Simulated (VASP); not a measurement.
A run of VASP 6.6.1:

The input POSCAR:

```
LiTlSe2
1.0
    4.2639248008      0.0000000000      0.0000000000
    0.0000000000      4.2639248008      0.0000000000
    0.0000000000      0.0000000000      5.9802486638
Li Se Tl
1 2 1
Direct
    0.0000000000      0.0000000000      0.0000000000
    0.0000000000      0.5000000000      0.2292133975
    0.5000000000      0.0000000000      0.7707866025
    0.5000000000      0.5000000000      0.5000000000
```

INCAR.step1

```
  ALGO = Normal
  EDIFF = 1E-5
  ENCUT = 520
  GGA = PE
  ISIF = 2
  ISMEAR = 0
  LASPH = T
  LREAL = F
  LWAVE = T
  NBANDS = 22
  NELM = 60
  PREC = Accurate
  SIGMA = 0.01
```

File INCAR.step2:

```
  ALGO = Normal
  EDIFF = 1E-6
  ENCUT = 520
  GGA = PE
  HFSCREEN = 0.2079
  ISIF = 2
  ISMEAR = 0
  ISTART = 1
  LASPH = T
  LCHARG = T
  LELF = T
  LHFCALC = T
  LREAL = F
  LVHAR = T
  LWAVE = F
  NBANDS = 22
  NELM = 60
  PREC = Accurate
  PRECFOCK = Normal
  SIGMA = 0.01
```

KPOINTS

```
k-points
0
Gamma
  4 4 2
```

Potentials or basis: VASP PAW PBE potentials, release 64 (Li_sv, Se, Tl_d).

Launch:

```bash
$ cat potpaw_PBE.64/Li_sv/POTCAR potpaw_PBE.64/Se/POTCAR potpaw_PBE.64/Tl_d/POTCAR > POTCAR
$ cp INCAR.step1 INCAR
$ mpirun -np 1 vasp_std > vasp.out
$ cp INCAR.step2 INCAR
$ mpirun -np 1 vasp_std > vasp.out
```

Hardware: 1 thread of AMD EPYC 9R45 96-Core Processor (Zen 5), on a shared host.

How long does it take, and how much memory?

It took 8.6 min on 1 thread of AMD EPYC 9R45 96-Core Processor (Zen 5), on a shared host, peak memory 0.33 GiB. Counts: k points 12.
